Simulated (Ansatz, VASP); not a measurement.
**Sr in VASP and in Ansatz**

File INCAR:

```
  ALGO = Fast
  EDIFF = 1E-7
  EDIFFG = -0.01
  ENCUT = 600
  GGA = PE
  IBRION = 2
  ISIF = 3
  ISMEAR = 0
  LASPH = T
  LCHARG = F
  LREAL = F
  LWAVE = F
  NELM = 80
  NSW = 80
  PREC = Accurate
  SIGMA = 0.1
```

Contents of KPOINTS:

```
k-points
0
Gamma
  12 12 12
```

The input POSCAR:

```
Sr
1.0
   -2.3602111076      2.3602111076      2.3486519460
    2.3602111076     -2.3602111076      2.3486519460
    2.3602111076      2.3602111076     -2.3486519460
Sr
1
Direct
    0.5000000000      0.5000000000      0.0000000000
```

Input for Ansatz:

```yaml
crystal:
  lattice:
    - [-2.3602111076, 2.3602111076, 2.348651946]
    - [2.3602111076, -2.3602111076, 2.348651946]
    - [2.3602111076, 2.3602111076, -2.348651946]
  atoms:
    - { symbol: Sr, position: [0.5, 0.5, 0.0] }
basis:
  ecutwfc: 420
kpoints:
  mp_grid: { grid: [12, 12, 12] }
hamiltonian:
  xc: pbe
scf:
  occupations: { method: gaussian, width: 0.1 }
output:
  forces: true
  stress: true
  eigenvalues: true
relax:
  adjacent_minimum: "off"
  f_tol: 0.01
  max_steps: 60
  cell: { stress_tol: 0.1 }
```

Alike in both runs: task relaxation of cell and atoms; functional PBE; k mesh 12 × 12 × 12; occupations gaussian, width 0.1 eV; no spin polarisation.

|  | VASP | Ansatz |
| --- | --- | --- |
| version | VASP 6.6.1 | Ansatz 0.2.0 |
| potentials or method | VASP PAW PBE potentials, release 64 (Sr_sv), cutoff 600 eV | scalar-relativistic, plane waves, PAW |
| valence electrons in the cell | 10 | 10 |

```tsv
	VASP	Ansatz	Ansatz less VASP
gap on the k mesh at the Fermi level, each at its own relaxed structure (eV)	none	none	-
relaxed volume (Å³/atom)	53.96	53.77	-0.187
relaxed length of the cell vector where the two differ most in proportion (Å)	4.123	4.118	-0.0048
```

A gap of «none» marks a metal or a gap that the smearing closes.
